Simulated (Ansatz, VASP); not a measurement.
## One calculation of NaW, two programs

```
CELL_PARAMETERS angstrom
2.66810 0.00000 0.00000
-1.33405 2.31065 0.00000
0.00000 0.00000 6.71707
ATOMIC_POSITIONS crystal
Na 0.00000 0.00000 0.50000
W 0.00000 0.00000 0.00000
```

Alike in both runs: task relaxation of cell and atoms; functional PBE; k mesh 6 × 6 × 4; occupations gaussian, width 0.1 eV; no spin polarisation.

|  | VASP | Ansatz |
| --- | --- | --- |
| version | VASP 6.6.1 | Ansatz 0.2.0 |
| potentials or method | VASP PAW PBE potentials, release 64 (Na_pv, W_sv), cutoff 600 eV | scalar-relativistic, plane waves, PAW |
| valence electrons in the cell | 21 | 23 |

```tsv
	VASP	Ansatz	Ansatz less VASP
gap on the k mesh at the Fermi level, each at its own relaxed structure (eV)	none	none	-
relaxed volume (Å³/atom)	19.57	19.55	-0.021
relaxed length of the cell vector where the two differ most in proportion (Å)	2.761	2.760	-0.0017
```

A gap of «none» marks a metal or a gap that the smearing closes. VASP's potentials hold 21 valence electrons a cell and Ansatz's 23, so a difference there can come from the potentials and not from the codes.

The k mesh is coarse, so the values compare programs but aren't converged. Spin-orbit coupling is off throughout.
